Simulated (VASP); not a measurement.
# Ti (P6/mmm) in VASP: single point with PBEsol

Aim: the single point of Ti with PBEsol.

Everything below comes from runs of VASP 6.6.1. Logs are shortened: lines on timing, memory, paths and dates and some standing lists are left out, and cuts for length are marked.

## 1. The cell of the first run

It takes space group P6/mmm (No. 191, hexagonal). The conventional cell has a = 4.515 Å, b = 4.515 Å, c = 2.798 Å, α = 90.00°, β = 90.00°, γ = 120.00°. Ti (site symmetry 6/mmm) has 14 Ti at 2.80 to 2.96 Å within 3.7 Å. Ti (site symmetry -6m2) has 11 Ti at 2.61 to 2.96 Å within 3.4 Å.

This isn't the form of Ti at room conditions, which is hcp.

## 2. Single point, PBEsol

The input, INCAR:

```
SYSTEM = Ti
PREC     = Accurate       ! precision mode
ENCUT    = 520            ! plane-wave cutoff, eV
EDIFF    = 1E-6           ! SCF threshold, eV
ISMEAR   = 0              ! smearing method
SIGMA    = 0.15           ! smearing width, eV
LREAL    = .False.        ! projectors in reciprocal space
LASPH    = .True.         ! aspherical terms in the spheres
NELM     = 60             ! most SCF steps
ALGO     = Fast           ! electronic algorithm
ISIF     = 2              ! what is computed and relaxed
LWAVE    = .False.        ! write WAVECAR
LCHARG   = .True.         ! write CHGCAR
GGA      = PS             ! functional
LELF     = .True.         ! ELF
LVHAR    = .True.       
NBANDS   = 25             ! bands
```

The input, KPOINTS:

```
Automatic mesh
0
Gamma
  12 12 14
  0 0 0
```

The input, POSCAR:

```
Ti
1.0
    4.5149169756      0.0000000000      0.0000000000
   -2.2574584878      3.9100327969      0.0000000000
    0.0000000000      0.0000000000      2.7983103216
Ti
3
Direct
    0.0000000000      0.0000000000      0.0000000000
    0.3333333333      0.6666666667      0.5000000000
    0.6666666667      0.3333333333      0.5000000000
```

Potentials or basis: VASP PAW PBE potentials, release 64 (Ti_sv).

Launch:

```console
$ cat potpaw_PBE.64/Ti_sv/POTCAR > POTCAR
$ mpirun -np 1 vasp_std > vasp.out
```

OUTCAR:

```text
SYSTEM = Ti
   PREC = Accurate
   ENCUT = 520
   EDIFF = 1E-6
   ISMEAR = 0
   LREAL = .False.
   LASPH = .True.
   NELM = 60
   ISIF = 2
   GGA = PS

 ion  position               nearest neighbor table
   1  0.000  0.000  0.000-
   2  0.333  0.667  0.500-   3 2.61   3 2.61   3 2.61
   3  0.667  0.333  0.500-   2 2.61   2 2.61   2 2.61

  LATTYP: Found a hexagonal cell.
 ALAT       =     4.5149169756
 C/A-ratio  =     0.6197921992

  Lattice vectors:

 A1 = (   4.5149169756,   0.0000000000,   0.0000000000)
 A2 = (  -2.2574584878,   3.9100327969,   0.0000000000)
 A3 = (   0.0000000000,   0.0000000000,   2.7983103216)

Analysis of symmetry for initial positions (statically):
=====================================================================
 Subroutine PRICEL returns:
 Original cell was already a primitive cell.

 Routine SETGRP: Setting up the symmetry group for a
 hexagonal supercell.

 Subroutine GETGRP returns: Found 24 space group operations
 (whereof 24 operations were pure point group operations)
 out of a pool of 24 trial point group operations.

The static configuration has the point symmetry D_6h.

Analysis of symmetry for dynamics (positions and initial velocities):
=====================================================================
 Subroutine PRICEL returns:
 Original cell was already a primitive cell.

 Routine SETGRP: Setting up the symmetry group for a
 hexagonal supercell.

 Subroutine GETGRP returns: Found 24 space group operations
 (whereof 24 operations were pure point group operations)
 out of a pool of 24 trial point group operations.

The dynamic configuration has the point symmetry D_6h.

 Subroutine INISYM returns: Found 24 space group operations
 (whereof 24 operations are pure point group operations),
 and found     1 'primitive' translations

----------------------------------------------------------------------------------------

                                     Primitive cell

  volume of cell :      49.3999

  direct lattice vectors                    reciprocal lattice vectors
     4.514916976  0.000000000  0.000000000     0.221488015  0.127876165  0.000000000
    -2.257458488  3.910032797  0.000000000     0.000000000  0.255752330  0.000000000
     0.000000000  0.000000000  2.798310322     0.000000000  0.000000000  0.357358507

  length of vectors
     4.514916976  4.514916976  2.798310322     0.255752330  0.255752330  0.357358507

  position of ions in fractional coordinates (direct lattice)
     0.000000000  0.000000000  0.000000000
     0.333333333  0.666666667  0.500000000
     0.666666667  0.333333333  0.500000000

  ion indices of the primitive-cell ions
   primitive index   ion index
                 1           1
                 2           2
                 3           3

----------------------------------------------------------------------------------------

 KPOINTS: Automatic mesh

Automatic generation of k-mesh.
 Grid dimensions read from file:
 generate k-points for:   12   12   14

 Generating k-lattice:

  Cartesian coordinates                     Fractional coordinates (reciprocal lattice)
     0.018457335  0.010656347  0.000000000     0.083333333  0.000000000  0.000000000
     0.000000000  0.021312694  0.000000000     0.000000000  0.083333333  0.000000000
     0.000000000  0.000000000  0.025525608     0.000000000  0.000000000  0.071428571

  Length of vectors
     0.021312694  0.021312694  0.025525608

  Shift w.r.t. Gamma in fractional coordinates (k-lattice)
     0.000000000  0.000000000  0.000000000

 Subroutine IBZKPT returns following result:
 ===========================================

 Found    152 irreducible k-points:

 Following reciprocal coordinates:
            Coordinates               Weight
  0.000000  0.000000  0.000000      1.000000
  0.083333  0.000000  0.000000      6.000000
  0.166667  0.000000  0.000000      6.000000
  0.250000  0.000000  0.000000      6.000000
  0.333333  0.000000  0.000000      6.000000
  0.416667  0.000000  0.000000      6.000000
[... 16 lines left out ...]
  0.250000  0.000000  0.071429     12.000000
  0.333333  0.000000  0.071429     12.000000
 [... further k-points ...]
   k-points           NKPTS =    152   k-points in BZ     NKDIM =    152   number of bands    NBANDS=     25
   number of dos      NEDOS =    301   number of ions     NIONS =      3
   total plane-waves  NPLWV =  31104
   dimension x,y,z NGX =    36 NGY =   36 NGZ =   24
   dimension x,y,z NGXF=    72 NGYF=   72 NGZF=   48
   ions per type =               3
   NGX,Y,Z   is equivalent  to a cutoff of  13.26, 13.26, 14.26 a.u.
   NGXF,Y,Z  is equivalent  to a cutoff of  26.51, 26.51, 28.52 a.u.
 SYSTEM =  Ti
   PREC   = accura    normal or accurate (medium, high low for compatibility)
   ISTART =      0    job   : 0-new  1-cont  2-samecut
   ICHARG =      2    charge: 1-file 2-atom 10-const
   ISPIN  =      1    spin polarized calculation?
   LNONCOLLINEAR =      F non collinear calculations
   LSORBIT =      F    spin-orbit coupling
   LASPH  =      T    aspherical Exc in radial PAW
   ENCUT  =  520.0 eV  38.22 Ry    6.18 a.u.   8.39  8.39  5.20*2*pi/ulx,y,z
   NELM   =     60;   NELMIN=  2; NELMDL= -5     # of ELM steps
   EDIFF  = 0.1E-05   stopping-criterion for ELM
   LREAL  =      F    real-space projection
   EDIFFG = 0.1E-04   stopping-criterion for IOM
   NSW    =      0    number of steps for IOM
   IBRION =     -1    ionic relax: 0-MD 1-quasi-New 2-CG
   NFREE  =      0    steps in history (QN), initial steepest desc. (CG)
   ISIF   =      2    stress and relaxation
   ISYM   =      2    0-nonsym 1-usesym 2-fastsym
   POTIM  = 0.5000    time-step for ionic-motion
   TEBEG  =    0.0;   TEEND  =   0.0 temperature during run
   PSTRESS=    0.0 pullay stress
   NELECT =      36.0000    total number of electrons
   NUPDOWN=      -1.0000    fix difference up-down
   EMIN   =  10.00;   EMAX   =-10.00  energy-range for DOS
   EFERMI =   0.00;   METHOD = LEGACY
   ISMEAR =     0;   SIGMA  =   0.15  broadening in eV -4-tet -1-fermi 0-gaus
   EFERMI_NEDOS =   21; number of points for ismear=-14 and -15
   IALGO  =     68    algorithm
   IMIX   =      4    mixing-type and parameters
     AMIX     =   0.40;   BMIX     =  1.00
     AMIX_MAG =   1.60;   BMIX_MAG =  1.00
  volume/ion in A,a.u.               =      16.47       111.12
  Fermi-wavevector in a.u.,A,eV,Ry     =   1.473218  2.783978 29.529689  2.170371
  Thomas-Fermi vector in A             =   2.588138
   LORBIT       =      0    0 simple, 1 ext, 2 COOP (PROOUT), +10 PAW based schemes
   GGA     = PS    functional components
   LHFCALC =     F    Hartree Fock is set to
   AEXX    =    0.0000 exact exchange contribution
   IVDW    =     0    specifies the selected vdW correction
   LEPSILON=     F    determine dielectric tensor
   LRPA    =     F    only Hartree local field effects (RPA)
 non-spin polarized calculation
 RMM-DIIS sequential band-by-band and
 Gauss-broadening in eV      SIGMA  =   0.15
  energy-cutoff  :      520.00
  volume of cell :       49.40
 maximum number of plane-waves:      1366
 NGX is ok and might be reduce to    36
   NGX = 17   NGY = 17   NGZ = 11

 number of electron      36.0000008 magnetization

 Free energy of the ion-electron system (eV)
  ---------------------------------------------------
  ext. energy  EPLUGINS =         0.00000000
  ---------------------------------------------------
  free energy    TOTEN  =       -25.07374727 eV

  energy without entropy =      -25.04199358  energy(sigma->0) =      -25.05787042

 E-fermi :   8.6585     XC(G=0): -11.8923

 val. band max:        8.6578420059   @ k =   0.4167   0.0000   0.1429
 cond. band min:       8.6815036563   @ k =   0.3333   0.0833   0.0000
 fundamental gap:      0.0236616504
 Fermi energy:         8.6585048135

 k-point     1 :       0.0000    0.0000    0.0000
  band No.  band energies     occupation
      1     -47.9122      2.00000
      2     -47.6547      2.00000
      3     -47.4659      2.00000
      4     -24.3416      2.00000
      5     -24.3416      2.00000
      6     -24.2612      2.00000
[... 17 lines left out ...]
     24      10.6268      0.00000
     25      10.6372      0.00000

 k-point     2 :       0.0833    0.0000    0.0000
  band No.  band energies     occupation
      1     -47.9107      2.00000
      2     -47.6530      2.00000
      3     -47.4692      2.00000
      4     -24.3769      2.00000
      5     -24.3705      2.00000
      6     -24.2252      2.00000
[... 17 lines left out ...]
     24      10.3692      0.00000
     25      10.8598      0.00000

 k-point     3 :       0.1667    0.0000    0.0000
  band No.  band energies     occupation
      1     -47.9069      2.00000
      2     -47.6478      2.00000
      3     -47.4786      2.00000
      4     -24.4307      2.00000
      5     -24.3988      2.00000
      6     -24.1695      2.00000
[... 17 lines left out ...]
     24      10.2544      0.00000
     25      11.1302      0.00000

 k-point     4 :       0.2500    0.0000    0.0000
  band No.  band energies     occupation
      1     -47.9018      2.00000
      2     -47.6389      2.00000
      3     -47.4931      2.00000
      4     -24.4792      2.00000
      5     -24.4013      2.00000
      6     -24.1182      2.00000
[... 17 lines left out ...]
     24      10.5237      0.00000
     25      11.4814      0.00000

 k-point     5 :       0.3333    0.0000    0.0000
  band No.  band energies     occupation
      1     -47.8969      2.00000
      2     -47.6267      2.00000
      3     -47.5107      2.00000
      4     -24.5167      2.00000
      5     -24.3766      2.00000
      6     -24.0778      2.00000
[... 17 lines left out ...]
     24      10.8548      0.00000
     25      11.4455      0.00000

 k-point     6 :       0.4167    0.0000    0.0000
  band No.  band energies     occupation
      1     -47.8935      2.00000
      2     -47.6138      2.00000
      3     -47.5275      2.00000
      4     -24.5403      2.00000
      5     -24.3346      2.00000
      6     -24.0931      2.00000
[... 17 lines left out ...]
     24      11.0590      0.00000
     25      11.2169      0.00000
[... 393 lines left out ...]
 k-point    21 :       0.0833    0.0000    0.0714
  band No.  band energies     occupation
      1     -47.9067      2.00000
      2     -47.6507      2.00000
      3     -47.4662      2.00000
      4     -24.3706      2.00000
      5     -24.3646      2.00000
      6     -24.2225      2.00000
[... 17 lines left out ...]
     24      10.3797      0.00000
     25      10.9308      0.00000

 k-point    22 :       0.1667    0.0000    0.0714
  band No.  band energies     occupation
      1     -47.9031      2.00000
      2     -47.6453      2.00000
      3     -47.4755      2.00000
      4     -24.4234      2.00000
      5     -24.3928      2.00000
      6     -24.1683      2.00000
[... 17 lines left out ...]
     24      10.2943      0.00000
     25      11.2132      0.00000

 k-point    23 :       0.2500    0.0000    0.0714
  band No.  band energies     occupation
      1     -47.8982      2.00000
      2     -47.6362      2.00000
      3     -47.4901      2.00000
      4     -24.4710      2.00000
      5     -24.3960      2.00000
      6     -24.1186      2.00000
[... 17 lines left out ...]
     24      10.5047      0.00000
     25      11.5091      0.00000

 k-point    24 :       0.3333    0.0000    0.0714
  band No.  band energies     occupation
      1     -47.8935      2.00000
      2     -47.6238      2.00000
      3     -47.5077      2.00000
      4     -24.5079      2.00000
      5     -24.3727      2.00000
      6     -24.0796      2.00000
[... 17 lines left out ...]
     24      10.8313      0.00000
     25      11.4204      0.00000

 [... further k-points ...]

------------------------ aborting loop because EDIFF is reached ----------------------------------------

  FORCE on cell =-STRESS in cart. coord.  units (eV):
  Direction    XX          YY          ZZ          XY          YZ          ZX
  --------------------------------------------------------------------------------------
  -------------------------------------------------------------------------------------
  Total       -0.1109431     -0.1109431     -0.0761923      0.0000000      0.0000000      0.0000000
  in kB       -3.5981949     -3.5981949     -2.4711290      0.0000000      0.0000000      0.0000000
  external PRESSURE =      -3.2225062 kB  Pullay stress =       0.0000000 kB

 VOLUME and BASIS-vectors are now :
 -----------------------------------------------------------------------------
  energy-cutoff  :      520.00
  volume of cell :       49.40
      direct lattice vectors                 reciprocal lattice vectors
     4.514916976  0.000000000  0.000000000     0.221488015  0.127876165  0.000000000
    -2.257458488  3.910032797  0.000000000     0.000000000  0.255752330  0.000000000
     0.000000000  0.000000000  2.798310322     0.000000000  0.000000000  0.357358507

 POSITION                                       TOTAL-FORCE (eV/Angst)
 -----------------------------------------------------------------------------------
      0.00000      0.00000      0.00000        -0.000000      0.000000     -0.000000
     -0.00000      2.60669      1.39916        -0.000000      0.000000      0.000000
      2.25746      1.30334      1.39916         0.000000     -0.000000     -0.000000
 -----------------------------------------------------------------------------------
    total drift:                                0.000000      0.000000     -0.000000

  FREE ENERGIE OF THE ION-ELECTRON SYSTEM (eV)
  ---------------------------------------------------
  free  energy   TOTEN  =       -25.0737472667 eV

  energy  without entropy=      -25.0419935815  energy(sigma->0) =      -25.05787042
```

It took 4.9 min on 1 thread of Intel Xeon 6975P-C (Granite Rapids), shared host; peak memory 0.27 GiB.

What came out:

```yaml
Free_energy: -25.0737 eV
Pressure: -0.3 GPa
Band_gap_on_the_k_mesh: zero (bands 18 and 19 overlap by 0.34 eV)
```

Caveat: the PAW data sets were made with another functional, which shifts forces and pressure a little.
